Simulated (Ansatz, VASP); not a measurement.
**One calculation of Al2Cu, two programs**

```xyz
6
Lattice="0.0000 5.2347 5.2347 5.2347 0.0000 5.2347 5.2347 5.2347 0.0000" Properties=species:S:1:pos:R:3 pbc="T T T"
Al    6.5434    6.5434    6.5434
Al    3.9260    3.9260    6.5434
Al    3.9260    6.5434    3.9260
Al    6.5434    3.9260    3.9260
Cu    5.2347    5.2347    5.2347
Cu    7.8521    7.8521    7.8521
```

Alike in both runs: functional PBE; k mesh 4 × 4 × 4; occupations gaussian, width 0.1 eV; no spin polarisation.

Ansatz relaxed the structure, and its values are those at the end. VASP's run is a single point on that final structure, the one shown.

|  | VASP | Ansatz |
| --- | --- | --- |
| version | VASP 6.6.1 | Ansatz 0.2.0 |
| potentials or method | VASP PAW PBE potentials, release 64 (Al, Cu), cutoff 520 eV | scalar-relativistic, plane waves, PAW |
| valence electrons in the cell | 34 | 50 |

```tsv
	VASP	Ansatz	Ansatz less VASP
gap on the k mesh at the Fermi level (eV)	none	none	-
pressure (GPa)	0.2	0.3	+0.02
```

A gap of «none» marks a metal or a gap that the smearing closes. VASP's potentials hold 34 valence electrons a cell and Ansatz's 50, so a difference there can come from the potentials and not from the codes.
